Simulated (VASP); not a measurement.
Here is a VASP 6.6.1 calculation.

INCAR

```
SYSTEM = Cu
ALGO = Normal ; EDIFF = 1E-8
ENCUT = 520 ; GGA = PS
ISIF = 2 ; ISMEAR = -1
LASPH = .True. ; LCHARG = .False.
LEFG = .True. ; LREAL = .False.
LWAVE = .False. ; NBANDS = 12
NELM = 80 ; PREC = Accurate
SIGMA = 0.03
```

File KPOINTS:

```
k-points
0
Gamma
  17 17 17
  0 0 0
```

Contents of POSCAR:

```
Cu
1.0
    0.0000000000      1.8194705475      1.8194705475
    1.8194705475      0.0000000000      1.8194705475
    1.8194705475      1.8194705475      0.0000000000
Cu
1
Direct
    0.0000000000      0.0000000000      0.0000000000
```

Potentials or basis: VASP PAW PBE potentials, release 64 (Cu).

The run is started by

```bash
$ cat potpaw_PBE.64/Cu/POTCAR > POTCAR
$ mpirun -np 1 vasp_std > vasp.out
```

(1) Estimate the pressure.

Answers

(1) -8.5 GPa.

Caveat: without QUAD_EFG the Cq values of the log hold for a quadrupole moment of 1 mb, not for the nuclei; the PAW data sets were made with another functional, which shifts forces and pressure a little.
